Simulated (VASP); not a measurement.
# Mg4H in VASP: a series of runs, part 2 of 2

VASP 6.6.1.

**3. Single point, PBE**

The input, INCAR:

```
SYSTEM = Mg4H
  PREC = Accurate
  ENCUT = 520
  EDIFF = 1E-6
  ISMEAR = 0
  SIGMA = 0.1
  LREAL = .False.
  LASPH = .True.
  NELM = 60
  ALGO = Normal
  ISIF = 2
  LWAVE = .False.
  LCHARG = .False.
  LDIPOL = .True.
  IDIPOL = 3
  DIPOL = 0.5 0.5 0.294
  GGA = PE
  NBANDS = 20
```

The input, KPOINTS:

```
regular mesh
0
Gamma
  4 5 1
  0 0 0
```

The input, POSCAR:

```
Mg4H
1.0
    6.4201385733      0.0000000000      0.0000000000
    0.0000000000      5.1379129567      0.0000000000
    0.0000000000      0.0000000000     21.6644777330
Mg H
8 2
Direct
    0.0000000000      0.7500000000      0.1846340378
    0.5000000000      0.7500000000      0.1846340378
    0.2500000000      0.2500000000      0.2274076137
    0.7500000000      0.2500000000      0.2274076137
    0.2500000000      0.7500000000      0.3173234500
    0.7500000000      0.7500000000      0.3173234500
    0.0000000000      0.2500000000      0.3537808678
    0.5000000000      0.2500000000      0.3537808678
    0.6335694913      0.0833333333      0.3893229201
    0.8664305087      0.0833333333      0.3893229201
```

Potentials or basis: VASP PAW PBE potentials, release 64 (Mg, H).

On the command line:

```bash
cat potpaw_PBE.64/Mg/POTCAR potpaw_PBE.64/H/POTCAR > POTCAR
mpirun -np 1 vasp_std > vasp.out
```

OUTCAR:

```text
SYSTEM = Mg4H
   PREC = Accurate
   ENCUT = 520
   EDIFF = 1E-6
   ISMEAR = 0
   LREAL = .False.
   LASPH = .True.
   NELM = 60
   ISIF = 2
   GGA = PE

 ion  position               nearest neighbor table
   1  0.000  0.750  0.185-   3 3.17   4 3.17   3 3.17   4 3.17   2 3.21   2 3.21   6 3.29   5 3.29

   2  0.500  0.750  0.185-   3 3.17   4 3.17   3 3.17   4 3.17   1 3.21   1 3.21   6 3.29   5 3.29

   3  0.250  0.250  0.227-   1 3.17   2 3.17   1 3.17   2 3.17   7 3.17   8 3.17   4 3.21   4 3.21
                             5 3.22   5 3.22
   4  0.750  0.250  0.227-   1 3.17   2 3.17   1 3.17   2 3.17   7 3.17   8 3.17   3 3.21   3 3.21
                             6 3.22   6 3.22
   5  0.250  0.750  0.317-   7 3.13   8 3.13   7 3.13   8 3.13   6 3.21   6 3.21   3 3.22   3 3.22
                             1 3.29   2 3.29
   6  0.750  0.750  0.317-   7 3.13   8 3.13   7 3.13   8 3.13   5 3.21   5 3.21   4 3.22   4 3.22
                             1 3.29   2 3.29
   7  0.000  0.250  0.354-  10 1.44   6 3.13   5 3.13   5 3.13   6 3.13   4 3.17   3 3.17   8 3.21
                             8 3.21
   8  0.500  0.250  0.354-   9 1.44   6 3.13   5 3.13   5 3.13   6 3.13   4 3.17   3 3.17   7 3.21
                             7 3.21
   9  0.634  0.083  0.389-   8 1.44
  10  0.866  0.083  0.389-   7 1.44

  LATTYP: Found a simple orthorhombic cell.
 ALAT       =     5.1379129567
 B/A-ratio  =     1.2495615686
 C/A-ratio  =     4.2165910391

  Lattice vectors:

 A1 = (   0.0000000000,  -5.1379129567,   0.0000000000)
 A2 = (   6.4201385733,   0.0000000000,   0.0000000000)
 A3 = (   0.0000000000,   0.0000000000,  21.6644777330)

Analysis of symmetry for initial positions (statically):
=====================================================================
 Subroutine PRICEL returns:
 Original cell was already a primitive cell.

 Routine SETGRP: Setting up the symmetry group for a
 simple orthorhombic supercell.

 Subroutine GETGRP returns: Found  2 space group operations
 (whereof  1 operations were pure point group operations)
 out of a pool of  8 trial point group operations.

The static configuration has the point symmetry C_1 .
 The point group associated with its full space group is C_1h.

Analysis of symmetry for dynamics (positions and initial velocities):
=====================================================================
 Subroutine PRICEL returns:
 Original cell was already a primitive cell.

 Routine SETGRP: Setting up the symmetry group for a
 simple orthorhombic supercell.

 Subroutine GETGRP returns: Found  2 space group operations
 (whereof  1 operations were pure point group operations)
 out of a pool of  8 trial point group operations.

The dynamic configuration has the point symmetry C_1 .
 The point group associated with its full space group is C_1h.

 Subroutine INISYM returns: Found  2 space group operations
 (whereof  1 operations are pure point group operations),
 and found     1 'primitive' translations

----------------------------------------------------------------------------------------

                                     Primitive cell

  volume of cell :     714.6269

[... 74 lines left out ...]
   dimension x,y,z NGXF=    96 NGYF=   80 NGZF=  324
   ions per type =               8   2
   NGX,Y,Z   is equivalent  to a cutoff of  12.43, 12.94, 12.43 a.u.
   NGXF,Y,Z  is equivalent  to a cutoff of  24.86, 25.89, 24.86 a.u.
 SYSTEM =  Mg4H
   PREC   = accura    normal or accurate (medium, high low for compatibility)
   ISTART =      0    job   : 0-new  1-cont  2-samecut
   ICHARG =      2    charge: 1-file 2-atom 10-const
   ISPIN  =      1    spin polarized calculation?
   LNONCOLLINEAR =      F non collinear calculations
   LSORBIT =      F    spin-orbit coupling
   LASPH  =      T    aspherical Exc in radial PAW
   ENCUT  =  520.0 eV  38.22 Ry    6.18 a.u.  11.94  9.55 40.28*2*pi/ulx,y,z
   NELM   =     60;   NELMIN=  2; NELMDL= -5     # of ELM steps
   EDIFF  = 0.1E-05   stopping-criterion for ELM
   LREAL  =      F    real-space projection
   EDIFFG = 0.1E-04   stopping-criterion for IOM
   NSW    =      0    number of steps for IOM
   IBRION =     -1    ionic relax: 0-MD 1-quasi-New 2-CG
   NFREE  =      0    steps in history (QN), initial steepest desc. (CG)
   ISIF   =      2    stress and relaxation
   ISYM   =      2    0-nonsym 1-usesym 2-fastsym
   POTIM  = 0.5000    time-step for ionic-motion
   TEBEG  =    0.0;   TEEND  =   0.0 temperature during run
   PSTRESS=    0.0 pullay stress
   NELECT =      18.0000    total number of electrons
   NUPDOWN=      -1.0000    fix difference up-down
   EMIN   =  10.00;   EMAX   =-10.00  energy-range for DOS
   EFERMI =   0.00;   METHOD = LEGACY
   ISMEAR =     0;   SIGMA  =   0.10  broadening in eV -4-tet -1-fermi 0-gaus
   EFERMI_NEDOS =   21; number of points for ismear=-14 and -15
   IALGO  =     38    algorithm
   IMIX   =      4    mixing-type and parameters
     AMIX     =   0.40;   BMIX     =  1.00
     AMIX_MAG =   1.60;   BMIX_MAG =  1.00
  volume/ion in A,a.u.               =      71.46       482.25
  Fermi-wavevector in a.u.,A,eV,Ry     =   0.479887  0.906855  3.133310  0.230292
  Thomas-Fermi vector in A             =   1.477146
   LORBIT       =      0    0 simple, 1 ext, 2 COOP (PROOUT), +10 PAW based schemes
   GGA     = PE    functional components
   LHFCALC =     F    Hartree Fock is set to
   AEXX    =    0.0000 exact exchange contribution
   IVDW    =     0    specifies the selected vdW correction
   LEPSILON=     F    determine dielectric tensor
   LRPA    =     F    only Hartree local field effects (RPA)
 non-spin polarized calculation
 Gauss-broadening in eV      SIGMA  =   0.10
  energy-cutoff  :      520.00
  volume of cell :      714.63
 maximum number of plane-waves:     19292
 NGX is ok and might be reduce to    48
   NGX = 23   NGY = 19   NGZ = 81

 dipolmoment           0.000000      0.000000     -0.000020 electrons x Angstroem

 number of electron      17.9999998 magnetization

 dipolmoment           0.000000      0.000000      0.086610 electrons x Angstroem

 Free energy of the ion-electron system (eV)
  ---------------------------------------------------
  ext. energy  EPLUGINS =         0.00000000
  ---------------------------------------------------
  free energy    TOTEN  =       -13.42929319 eV

  energy without entropy =      -13.39677182  energy(sigma->0) =      -13.41303251

 E-fermi :  -2.0968     XC(G=0):  -3.0252

 val. band max:       -2.0998029118   @ k =   0.5000   0.0000   0.0000
 cond. band min:      -2.0953862501   @ k =   0.5000   0.0000   0.0000
 fundamental gap:      0.0044166617
 Fermi energy:        -2.0968341252

 k-point     1 :       0.0000    0.0000    0.0000
  band No.  band energies     occupation
      1      -8.8896      2.00000
      2      -7.3913      2.00000
      3      -5.2198      2.00000
      4      -4.8881      2.00000
      5      -4.3346      2.00000
      6      -3.4117      2.00000
[... 196 lines left out ...]
     19       2.1440      0.00000
     20       2.2647      0.00000

------------------------ aborting loop because EDIFF is reached ----------------------------------------

 vacuum level on the upper side and lower side of the slab       (xc-potential included)         0.162        -0.272

  FORCE on cell =-STRESS in cart. coord.  units (eV):
  Direction    XX          YY          ZZ          XY          YZ          ZX
  --------------------------------------------------------------------------------------
  -------------------------------------------------------------------------------------
  Total        4.9686352      3.3577341      3.2372261      0.0000000     -5.1848020      0.0000000
  in kB       11.1395673      7.5279636      7.2577874      0.0000000    -11.6242085      0.0000000
  external PRESSURE =       8.6417728 kB  Pullay stress =       0.0000000 kB

 VOLUME and BASIS-vectors are now :
 -----------------------------------------------------------------------------
  energy-cutoff  :      520.00
  volume of cell :      714.63
      direct lattice vectors                 reciprocal lattice vectors
     6.420138573  0.000000000  0.000000000     0.155759878  0.000000000  0.000000000
     0.000000000  5.137912957  0.000000000     0.000000000  0.194631557  0.000000000
     0.000000000  0.000000000 21.664477733     0.000000000  0.000000000  0.046158509

 POSITION                                       TOTAL-FORCE (eV/Angst)
 -----------------------------------------------------------------------------------
      0.00000      3.85343      4.00000        -0.027139      0.078279      0.176402
      3.21007      3.85343      4.00000         0.027139      0.078279      0.176402
      1.60503      1.28448      4.92667         0.000000     -0.169147     -0.081609
      4.81510      1.28448      4.92667         0.000000     -0.018247     -0.242196
      1.60503      3.85343      6.87465         0.000000     -0.033113     -0.116374
      4.81510      3.85343      6.87465         0.000000      0.426237      0.277542
      0.00000      1.28448      7.66448         2.958714      2.944646     -2.559734
      3.21007      1.28448      7.66448        -2.958714      2.944646     -2.559734
      4.06760      0.42816      8.43448         1.864635     -3.125790      2.464651
      5.56260      0.42816      8.43448        -1.864635     -3.125790      2.464651
 -----------------------------------------------------------------------------------
    total drift:                               -0.000000      0.000215      0.000106

  FREE ENERGIE OF THE ION-ELECTRON SYSTEM (eV)
  ---------------------------------------------------
  free  energy   TOTEN  =       -13.4292931933 eV

  energy  without entropy=      -13.3967718196  energy(sigma->0) =      -13.41303251

 vacuum level on the upper side and lower side of the slab         1.924         1.455
```

Run time: 4.6 min. Hardware: 1 thread of Oxide Virtual Turin-like, shared host; peak memory 0.63 GiB.

What came out:

```yaml
Free_energy: -13.4293 eV
Largest_force: 4.897 eV/Å
Band_gap_on_the_k_mesh: zero (band 9 reaches -1.46 eV, above the bottom of band 10 at -2.31 eV)
```

Forces in eV/Å, atoms in the order of the input:
```
Mg  -0.027  0.078  0.176
Mg   0.027  0.078  0.176
Mg   0.000 -0.169 -0.082
Mg   0.000 -0.018 -0.242
Mg   0.000 -0.033 -0.116
Mg   0.000  0.426  0.278
Mg   2.959  2.945 -2.560
Mg  -2.959  2.945 -2.560
H    1.865 -3.126  2.465
H   -1.865 -3.126  2.465
```

**4. Single point, PBE**

The input, INCAR:

```
SYSTEM = Mg4H
PREC = Accurate ; ENCUT = 520
EDIFF = 1E-7 ; ISMEAR = 0
SIGMA = 0.1 ; LREAL = .False.
LASPH = .True. ; NELM = 100
ALGO = Normal ; ISIF = 2
LWAVE = .False. ; LCHARG = .False.
LDIPOL = .True. ; IDIPOL = 3
DIPOL = 0.5 0.5 0.300 ; GGA = PE
NBANDS = 20
```

KPOINTS is that of step 3.

Changes to POSCAR since step 3:

```diff
@@ -16,3 +16,3 @@
     0.5000000000      0.2500000000      0.3537808678
-    0.6335694913      0.0833333333      0.3893229201
-    0.8664305087      0.0833333333      0.3893229201
+    0.6335694913      0.0833333333      0.4188643661
+    0.8664305087      0.0833333333      0.4188643661
```

On the command line:

```bash
cat potpaw_PBE.64/Mg/POTCAR potpaw_PBE.64/H/POTCAR > POTCAR
mpirun -np 1 vasp_std > vasp.out
```

It took 5 min on 1 thread of Oxide Virtual Turin-like, shared host; peak memory 0.61 GiB.

It converged, with:

| Item | Value |
| --- | --- |
| Free energy | -14.6927 eV |
| Largest force | 0.268 eV/Å |
| Band gap on the k mesh | zero (band 9 reaches -1.65 eV, above the bottom of band 10 at -2.50 eV) |

Forces on the atoms (eV/Å):
```
Mg   0.051  0.059  0.209
Mg  -0.051  0.059  0.209
Mg   0.000 -0.081 -0.113
Mg   0.000 -0.068 -0.078
Mg   0.000  0.000 -0.048
Mg   0.000  0.120  0.106
Mg   0.159  0.094  0.083
Mg  -0.159  0.094  0.083
H    0.046 -0.139 -0.224
H   -0.046 -0.139 -0.224
```

Levels at points of the mesh, in eV from the Fermi level:
```csv
k point,band 7,band 8,band 9,band 10,band 11,band 12
"(0.00, 0.00, 0.00)",-0.82,-0.65,-0.15,0.14,0.86,1.25
"(0.50, 0.00, 0.00)",0.02,0.03,0.65,0.72,0.93,0.97
```

**5. Single point, PBE**

The input, INCAR:

```
PREC = Accurate ; ENCUT = 520
EDIFF = 1E-7 ; ISMEAR = 0
SIGMA = 0.1 ; LREAL = False
LASPH = True ; NELM = 100
ALGO = Normal ; ISIF = 2
LWAVE = False ; LCHARG = False
LDIPOL = True ; IDIPOL = 3
DIPOL = 0.5 0.5 0.306 ; GGA = PE
NBANDS = 20
```

The input, KPOINTS:

```
Automatic mesh
0
Gamma
  4 5 1
```

Changes to POSCAR since step 4:

```diff
@@ -16,3 +16,3 @@
     0.5000000000      0.2500000000      0.3537808678
-    0.6335694913      0.0833333333      0.4188643661
-    0.8664305087      0.0833333333      0.4188643661
+    0.6335694913      0.0833333333      0.4484058122
+    0.8664305087      0.0833333333      0.4484058122
```

On the command line:

```bash
cat potpaw_PBE.64/Mg/POTCAR potpaw_PBE.64/H/POTCAR > POTCAR
mpirun -np 1 vasp_std > vasp.out
```

Run time: 5.2 min. Hardware: 1 thread of Oxide Virtual Turin-like, shared host; peak memory 0.61 GiB.

Results (log left out):

* Free energy: -13.9809 eV
* Largest force: 1.696 eV/Å
* Band gap on the k mesh: zero (band 9 reaches -1.88 eV, above the bottom of band 10 at -2.42 eV)

Forces in eV/Å, atoms in the order of the input:
```
Mg   0.129  0.012  0.200
Mg  -0.129  0.012  0.200
Mg   0.000  0.024 -0.173
Mg   0.000 -0.046  0.004
Mg   0.000  0.009 -0.011
Mg   0.000 -0.017 -0.045
Mg  -0.079 -0.139  0.471
Mg   0.079 -0.139  0.471
H    1.595  0.142 -0.558
H   -1.595  0.142 -0.558
```

Levels at points of the mesh, in eV from the Fermi level:
```tsv
k point	band 5	band 6	band 7	band 8	band 9	band 10	band 11	band 12	band 13	band 14
(0.00, 0.00, 0.00)	-2.44	-0.81	-0.68	-0.60	-0.30	-0.10	0.82	1.19	1.93	2.23
(0.50, 0.00, 0.00)	-2.51	-0.58	0.03	0.04	0.45	0.72	0.74	0.98	1.65	1.71
```

**6. Single point, PBE**

The input, INCAR:

```
SYSTEM = Mg4H
PREC = Accurate
ENCUT = 520
EDIFF = 1E-6
ISMEAR = 0
SIGMA = 0.1
LREAL = .False.
LASPH = .True.
NELM = 80
ALGO = Normal
ISIF = 2
LWAVE = .False.
LCHARG = .False.
LDIPOL = .True.
IDIPOL = 3
DIPOL = 0.5 0.5 0.297
GGA = PE
NBANDS = 20
```

The input, KPOINTS:

```
regular mesh
0
Gamma
  4 5 1
  0 0 0
```

Changes to POSCAR since step 5:

```diff
@@ -16,3 +16,3 @@
     0.5000000000      0.2500000000      0.3537808678
-    0.6335694913      0.0833333333      0.4484058122
-    0.8664305087      0.0833333333      0.4484058122
+    0.6059999929      0.0833333333      0.4040936431
+    0.8940000071      0.0833333333      0.4040936431
```

Potentials or basis: VASP PAW PBE potentials, release 64 (Mg, H).

On the command line:

```bash
cat potpaw_PBE.64/Mg/POTCAR potpaw_PBE.64/H/POTCAR > POTCAR
mpirun -np 1 vasp_std > vasp.out
```

Run time: 4.6 min. Hardware: 1 thread of Oxide Virtual Turin-like, shared host; peak memory 0.61 GiB.

Results (log left out):

| Quantity | Value |
| --- | --- |
| Free energy | -14.3795 eV |
| Largest force | 2.570 eV/Å |
| Band gap on the k mesh | zero (band 9 reaches -1.63 eV, above the bottom of band 10 at -2.60 eV) |

Forces in eV/Å, atoms in the order of the input:
```
Mg  -0.019  0.077  0.193
Mg   0.019  0.077  0.193
Mg   0.000 -0.161 -0.068
Mg   0.000 -0.035 -0.177
Mg   0.000 -0.013 -0.133
Mg   0.000  0.338  0.235
Mg   1.202  1.507 -1.700
Mg  -1.202  1.507 -1.700
H    0.529 -1.649  1.579
H   -0.529 -1.649  1.579
```

Levels at points of the mesh, in eV from the Fermi level:
| k point | band 5 | band 6 | band 7 | band 8 | band 9 | band 10 | band 11 | band 12 | band 13 | band 14 |
| --- | --- | --- | --- | --- | --- | --- | --- | --- | --- | --- |
| (0.00, 0.00, 0.00) | -2.23 | -1.34 | -0.76 | -0.56 | -0.09 | 0.43 | 0.82 | 1.42 | 2.05 | 2.36 |
| (0.50, 0.00, 0.00) | -1.75 | -1.09 | 0.07 | 0.09 | 0.74 | 0.76 | 0.83 | 1.25 | 1.72 | 1.81 |
